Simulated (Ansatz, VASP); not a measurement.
One calculation of HfMoC2, two programs

INCAR

```
PREC = Accurate
ENCUT = 520
EDIFF = 1E-7
ISMEAR = -1
SIGMA = 0.03
LREAL = False
LASPH = True
NELM = 80
ALGO = Normal
ISIF = 2
LWAVE = False
LCHARG = True
GGA = PS
LELF = True
LVHAR = True
NBANDS = 24
```

The input KPOINTS:

```
Automatic mesh
0
Gamma
  5 5 4
```

File POSCAR:

```
HfMoC2
1.0
    3.1914230000      0.0000000000      0.0000000000
    0.0000000000      3.1914230000      0.0000000000
    0.0000000000      0.0000000000      4.4851640000
Hf Mo C
1 1 2
Direct
    0.0000000000      0.0000000000      0.0000000000
    0.5000000000      0.5000000000      0.5000000000
    0.5000000000      0.5000000000      0.0000000000
    0.0000000000      0.0000000000      0.5000000000
```

The input input.yaml:

```yaml
crystal:
  lattice:
    - [3.191423, 0.0, 0.0]
    - [0.0, 3.191423, 0.0]
    - [0.0, 0.0, 4.485164]
  atoms:
    - { symbol: Hf, position: [0.0, 0.0, 0.0] }
    - { symbol: Mo, position: [0.5, 0.5, 0.5] }
    - { symbol: C, position: [0.5, 0.5, 0.0] }
    - { symbol: C, position: [0.0, 0.0, 0.5] }
kpoints:
  mp_grid: { grid: [5, 5, 4] }
scf:
  occupations: { method: fermi_dirac, width: 0.03 }
hamiltonian:
  xc: pbesol
  pseudopotentials: { kind: all_electron, lapw: { basis_error: 0.002 } }
output:
  forces: true
  stress: true
  eigenvalues: true
```

Alike in both runs: task single point; functional PBEsol; k mesh 5 × 5 × 4; occupations fermi-dirac, width 0.03 eV; no spin polarisation.

```csv
,VASP,Ansatz
version,VASP 6.6.1,Ansatz 0.2.0
potentials or method,"VASP PAW PBE potentials, release 64 (Hf_pv, Mo_sv, C), cutoff 520 eV","all-electron LAPW, scalar-relativistic"
```

|  | VASP | Ansatz | Ansatz less VASP |
| --- | --- | --- | --- |
| gap on the k mesh at the Fermi level (eV) | none | none | - |
| pressure (GPa) | -8.6 | -8.6 | -0.01 |
| traceless stress, the component that is largest in VASP (GPa) | 4.23 | 4.11 | -0.117 |

VASP's potentials were made for PBE, not for PBEsol. A gap of «none» marks a metal or a gap that the smearing closes. Ansatz ran all-electron here, and VASP with PAW potentials.

The k mesh is coarse, so the values compare programs but aren't converged. Neither program's run includes spin-orbit coupling. Noted on Ansatz's run: the k mesh is thin for a metal, which can move the energy by tens of meV per atom.
